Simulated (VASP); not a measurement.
# Zn (Im-3m) in VASP: notebook

Zn is run at these levels: PBE; tasks: single point.

Program: VASP 6.6.1. These are calculated values, not measurements. Logs are shortened: lines on timing, memory, paths and dates and some standing lists are left out, and cuts for length are marked.

## (1) The cell of the first run

It takes space group Im-3m (No. 229, cubic). Conventional cell: a = 3.089 Å, b = 3.089 Å, c = 3.089 Å, α = 90.00°, β = 90.00°, γ = 90.00°. Within 3.5 Å of Zn (site symmetry m-3m) lie 14 Zn at 2.68 to 3.09 Å.

## (2) Single point, PBE (volume scaled by 0.96)

Contents of INCAR:

```
SYSTEM = Zn
  PREC = Accurate
  ENCUT = 520
  EDIFF = 1E-6
  ISMEAR = -1
  SIGMA = 0.1
  LREAL = .False.
  LASPH = .True.
  NELM = 60
  ALGO = Normal
  ISIF = 2
  LWAVE = .False.
  LCHARG = .False.
  GGA = PE
  NBANDS = 12
```

Contents of KPOINTS:

```
regular mesh
0
Gamma
  16 16 16
  0 0 0
```

Contents of POSCAR:

```
Zn
1.0
   -1.5445244025      1.5445244025      1.5445244025
    1.5445244025     -1.5445244025      1.5445244025
    1.5445244025      1.5445244025     -1.5445244025
Zn
1
Direct
    0.0000000000      0.0000000000      0.0000000000
```

Potentials or basis: VASP PAW PBE potentials, release 64 (Zn).

On the command line:

```console
$ cat potpaw_PBE.64/Zn/POTCAR > POTCAR
$ mpirun -np 1 vasp_std > vasp.out
```

OUTCAR:

```text
SYSTEM = Zn
   PREC = Accurate
   ENCUT = 520
   EDIFF = 1E-6
   ISMEAR = -1
   LREAL = .False.
   LASPH = .True.
   NELM = 60
   ISIF = 2
   GGA = PE

 ion  position               nearest neighbor table
   1  0.000  0.000  0.000-

  LATTYP: Found a body centered cubic cell.
 ALAT       =     3.0890488050

  Lattice vectors:

 A1 = (  -1.5445244025,   1.5445244025,   1.5445244025)
 A2 = (   1.5445244025,  -1.5445244025,   1.5445244025)
 A3 = (   1.5445244025,   1.5445244025,  -1.5445244025)

Analysis of symmetry for initial positions (statically):
=====================================================================
 Subroutine PRICEL returns:
 Original cell was already a primitive cell.

 Routine SETGRP: Setting up the symmetry group for a
 body centered cubic supercell.

 Subroutine GETGRP returns: Found 48 space group operations
 (whereof 48 operations were pure point group operations)
 out of a pool of 48 trial point group operations.

The static configuration has the point symmetry O_h .

Analysis of symmetry for dynamics (positions and initial velocities):
=====================================================================
 Subroutine PRICEL returns:
 Original cell was already a primitive cell.

 Routine SETGRP: Setting up the symmetry group for a
 body centered cubic supercell.

 Subroutine GETGRP returns: Found 48 space group operations
 (whereof 48 operations were pure point group operations)
 out of a pool of 48 trial point group operations.

The dynamic configuration has the point symmetry O_h .

 Subroutine INISYM returns: Found 48 space group operations
 (whereof 48 operations are pure point group operations),
 and found     1 'primitive' translations

----------------------------------------------------------------------------------------

                                     Primitive cell

  volume of cell :      14.7382

  direct lattice vectors                    reciprocal lattice vectors
    -1.544524403  1.544524403  1.544524403     0.000000000  0.323724248  0.323724248
     1.544524403 -1.544524403  1.544524403     0.323724248  0.000000000  0.323724248
     1.544524403  1.544524403 -1.544524403     0.323724248  0.323724248  0.000000000

  length of vectors
     2.675194739  2.675194739  2.675194739     0.457815221  0.457815221  0.457815221

  position of ions in fractional coordinates (direct lattice)
     0.000000000  0.000000000  0.000000000

  ion indices of the primitive-cell ions
   primitive index   ion index
                 1           1

----------------------------------------------------------------------------------------

 KPOINTS: regular mesh

Automatic generation of k-mesh.
 Grid dimensions read from file:
 generate k-points for:   16   16   16

 Generating k-lattice:

  Cartesian coordinates                     Fractional coordinates (reciprocal lattice)
     0.000000000  0.020232765  0.020232765     0.062500000  0.000000000  0.000000000
     0.020232765  0.000000000  0.020232765     0.000000000  0.062500000  0.000000000
     0.020232765  0.020232765  0.000000000     0.000000000  0.000000000  0.062500000

  Length of vectors
     0.028613451  0.028613451  0.028613451

  Shift w.r.t. Gamma in fractional coordinates (k-lattice)
     0.000000000  0.000000000  0.000000000

 Subroutine IBZKPT returns following result:
 ===========================================

 Found    145 irreducible k-points:

 Following reciprocal coordinates:
            Coordinates               Weight
  0.000000  0.000000  0.000000      1.000000
  0.062500  0.000000  0.000000     12.000000
  0.125000  0.000000  0.000000     12.000000
  0.187500  0.000000  0.000000     12.000000
  0.250000  0.000000  0.000000     12.000000
  0.312500  0.000000  0.000000     12.000000
[... 16 lines left out ...]
  0.187500  0.187500  0.000000     24.000000
  0.250000  0.187500  0.000000     48.000000
 [... further k-points ...]
   k-points           NKPTS =    145   k-points in BZ     NKDIM =    145   number of bands    NBANDS=     12
   number of dos      NEDOS =    301   number of ions     NIONS =      1
   total plane-waves  NPLWV =   8000
   dimension x,y,z NGX =    20 NGY =   20 NGZ =   20
   dimension x,y,z NGXF=    40 NGYF=   40 NGZF=   40
   ions per type =               1
   NGX,Y,Z   is equivalent  to a cutoff of  12.43, 12.43, 12.43 a.u.
   NGXF,Y,Z  is equivalent  to a cutoff of  24.86, 24.86, 24.86 a.u.
 SYSTEM =  Zn
   PREC   = accura    normal or accurate (medium, high low for compatibility)
   ISTART =      0    job   : 0-new  1-cont  2-samecut
   ICHARG =      2    charge: 1-file 2-atom 10-const
   ISPIN  =      1    spin polarized calculation?
   LNONCOLLINEAR =      F non collinear calculations
   LSORBIT =      F    spin-orbit coupling
   LASPH  =      T    aspherical Exc in radial PAW
   ENCUT  =  520.0 eV  38.22 Ry    6.18 a.u.   4.97  4.97  4.97*2*pi/ulx,y,z
   NELM   =     60;   NELMIN=  2; NELMDL= -5     # of ELM steps
   EDIFF  = 0.1E-05   stopping-criterion for ELM
   LREAL  =      F    real-space projection
   EDIFFG = 0.1E-04   stopping-criterion for IOM
   NSW    =      0    number of steps for IOM
   IBRION =     -1    ionic relax: 0-MD 1-quasi-New 2-CG
   NFREE  =      0    steps in history (QN), initial steepest desc. (CG)
   ISIF   =      2    stress and relaxation
   ISYM   =      2    0-nonsym 1-usesym 2-fastsym
   POTIM  = 0.5000    time-step for ionic-motion
   TEBEG  =    0.0;   TEEND  =   0.0 temperature during run
   PSTRESS=    0.0 pullay stress
   NELECT =      12.0000    total number of electrons
   NUPDOWN=      -1.0000    fix difference up-down
   EMIN   =  10.00;   EMAX   =-10.00  energy-range for DOS
   EFERMI =   0.00;   METHOD = LEGACY
   ISMEAR =    -1;   SIGMA  =   0.10  broadening in eV -4-tet -1-fermi 0-gaus
   EFERMI_NEDOS =   21; number of points for ismear=-14 and -15
   IALGO  =     38    algorithm
   IMIX   =      4    mixing-type and parameters
     AMIX     =   0.40;   BMIX     =  1.00
     AMIX_MAG =   1.60;   BMIX_MAG =  1.00
  volume/ion in A,a.u.               =      14.74        99.46
  Fermi-wavevector in a.u.,A,eV,Ry     =   1.528694  2.888812 31.795515  2.336904
  Thomas-Fermi vector in A             =   2.636417
   LORBIT       =      0    0 simple, 1 ext, 2 COOP (PROOUT), +10 PAW based schemes
   GGA     = PE    functional components
   LHFCALC =     F    Hartree Fock is set to
   AEXX    =    0.0000 exact exchange contribution
   IVDW    =     0    specifies the selected vdW correction
   LEPSILON=     F    determine dielectric tensor
   LRPA    =     F    only Hartree local field effects (RPA)
 non-spin polarized calculation
  energy-cutoff  :      520.00
  volume of cell :       14.74
 maximum number of plane-waves:       420
   NGX =  9   NGY =  9   NGZ =  9

 number of electron      12.0000011 magnetization

 Free energy of the ion-electron system (eV)
  ---------------------------------------------------
  ext. energy  EPLUGINS =         0.00000000
  ---------------------------------------------------
  free energy    TOTEN  =        -1.02377397 eV

  energy without entropy =       -1.01367725  energy(sigma->0) =       -1.01872561

 E-fermi :   3.5052     XC(G=0): -11.7313

 val. band max:        3.4997332664   @ k =  -0.3750  -0.3750   0.0625
 cond. band min:       3.5430365861   @ k =  -0.4375  -0.4375   0.1875
 fundamental gap:      0.0433033198
 Fermi energy:         3.5051969817

 k-point     1 :       0.0000    0.0000    0.0000
  band No.  band energies     occupation
      1      -7.2893      2.00000
      2      -4.4561      2.00000
      3      -4.4561      2.00000
      4      -4.4561      2.00000
      5      -3.9162      2.00000
      6      -3.9162      2.00000
      7      23.1921      0.00000
      8      23.1921      0.00000
      9      23.1922      0.00000
     10      24.5624      0.00000
     11      24.5624      0.00000
     12      24.5624      0.00000

 k-point     2 :       0.0625    0.0000    0.0000
  band No.  band energies     occupation
      1      -7.1618      2.00000
      2      -4.4688      2.00000
      3      -4.4534      2.00000
      4      -4.4248      2.00000
      5      -3.9283      2.00000
      6      -3.9154      2.00000
      7      21.2632      0.00000
      8      22.2046      0.00000
      9      22.5492      0.00000
     10      23.6064      0.00000
     11      23.6731      0.00000
     12      24.3604      0.00000

 k-point     3 :       0.1250    0.0000    0.0000
  band No.  band energies     occupation
      1      -6.7868      2.00000
      2      -4.5047      2.00000
      3      -4.4434      2.00000
      4      -4.3345      2.00000
      5      -3.9568      2.00000
      6      -3.9129      2.00000
      7      18.0021      0.00000
      8      20.5944      0.00000
      9      21.1681      0.00000
     10      22.4599      0.00000
     11      22.8793      0.00000
     12      24.6647      0.00000
[... 286 lines left out ...]
 k-point    23 :       0.1875    0.1875    0.0000
  band No.  band energies     occupation
      1      -4.9596      2.00000
      2      -4.5776      2.00000
      3      -4.4253      2.00000
      4      -4.0221      2.00000
      5      -3.8674      2.00000
      6      -2.9291      2.00000
      7      10.8960      0.00000
      8      11.2164      0.00000
      9      16.5861      0.00000
     10      22.8524      0.00000
     11      23.7384      0.00000
     12      27.9699      0.00000

 k-point    24 :       0.2500    0.1875    0.0000
  band No.  band energies     occupation
      1      -4.8963      2.00000
      2      -4.6305      2.00000
      3      -4.2644      2.00000
      4      -4.0005      2.00000
      5      -3.8371      2.00000
      6      -1.8045      2.00000
      7       8.3334      0.00000
      8      10.2876      0.00000
      9      15.8619      0.00000
     10      22.6252      0.00000
     11      24.5364      0.00000
     12      28.2896      0.00000

 [... further k-points ...]

------------------------ aborting loop because EDIFF is reached ----------------------------------------

  FORCE on cell =-STRESS in cart. coord.  units (eV):
  Direction    XX          YY          ZZ          XY          YZ          ZX
  --------------------------------------------------------------------------------------
  -------------------------------------------------------------------------------------
  Total        0.3326578      0.3326578      0.3326578      0.0000000      0.0000000     -0.0000000
  in kB       36.1629649     36.1629649     36.1629649      0.0000000      0.0000000     -0.0000000
  external PRESSURE =      36.1629649 kB  Pullay stress =       0.0000000 kB

 VOLUME and BASIS-vectors are now :
 -----------------------------------------------------------------------------
  energy-cutoff  :      520.00
  volume of cell :       14.74
      direct lattice vectors                 reciprocal lattice vectors
    -1.544524403  1.544524403  1.544524403     0.000000000  0.323724248  0.323724248
     1.544524403 -1.544524403  1.544524403     0.323724248  0.000000000  0.323724248
     1.544524403  1.544524403 -1.544524403     0.323724248  0.323724248  0.000000000

 POSITION                                       TOTAL-FORCE (eV/Angst)
 -----------------------------------------------------------------------------------
      0.00000      0.00000      0.00000        -0.000000     -0.000000      0.000000
 -----------------------------------------------------------------------------------
    total drift:                                0.000000     -0.000000      0.000000

  FREE ENERGIE OF THE ION-ELECTRON SYSTEM (eV)
  ---------------------------------------------------
  free  energy   TOTEN  =        -1.0237739666 eV

  energy  without entropy=       -1.0136772471  energy(sigma->0) =       -1.01872561
```

Wall time 12 s (1 thread of Intel Xeon 6975P-C, shared host); peak memory 0.14 GiB.

What came out:

| Property | Result |
| --- | --- |
| Free energy | -1.0238 eV |
| Pressure | 3.6 GPa |
| Band gap on the k mesh | zero (band 6 reaches 7.70 eV, above the bottom of band 7 at 2.53 eV) |

Caveat: the cell differs from its parent crystal (volume scaled by 0.96).

## (3) Single point, PBE

This run uses another cell than the first one, of 15.35 Å³/atom, 1.042 times its volume.

Contents of INCAR:

```
SYSTEM = Zn
PREC = Accurate
ENCUT = 520
EDIFF = 1E-6
ISMEAR = -1
SIGMA = 0.1
LREAL = .False.
LASPH = .True.
NELM = 60
ALGO = Normal
ISIF = 2
LWAVE = .False.
LCHARG = .False.
GGA = PE
NBANDS = 12
```

KPOINTS is that of step 2.

Contents of POSCAR:

```
Zn
1.0
   -1.5656849005      1.5656849005      1.5656849005
    1.5656849005     -1.5656849005      1.5656849005
    1.5656849005      1.5656849005     -1.5656849005
Zn
1
Direct
    0.0000000000      0.0000000000      0.0000000000
```

Potentials or basis: VASP PAW PBE potentials, release 64 (Zn).

On the command line:

```console
$ cat potpaw_PBE.64/Zn/POTCAR > POTCAR
$ mpirun -np 1 vasp_std > vasp.out
```

It took 10 s on 1 thread of Intel Xeon 6975P-C, shared host; peak memory 0.14 GiB.

Results (log left out):

| Item | Value |
| --- | --- |
| Free energy | -1.0314 eV |
| Pressure | 0.6 GPa |
| Band gap on the k mesh | zero (band 6 reaches 7.33 eV, above the bottom of band 7 at 2.15 eV) |

Levels at points of the mesh, in eV from the Fermi level:
```tsv
k point	band 4	band 5	band 6	band 7	band 8	band 9
(0.00, 0.00, 0.00)	-7.81	-7.31	-7.31	19.03	19.03	19.03
(0.50, 0.00, 0.00)	-7.28	-6.97	-2.71	-1.02	11.29	12.67
(0.50, 0.50, 0.50)	-7.05	-7.05	4.16	4.16	4.16	7.48
```

(Part 1 of 2 ends here.)
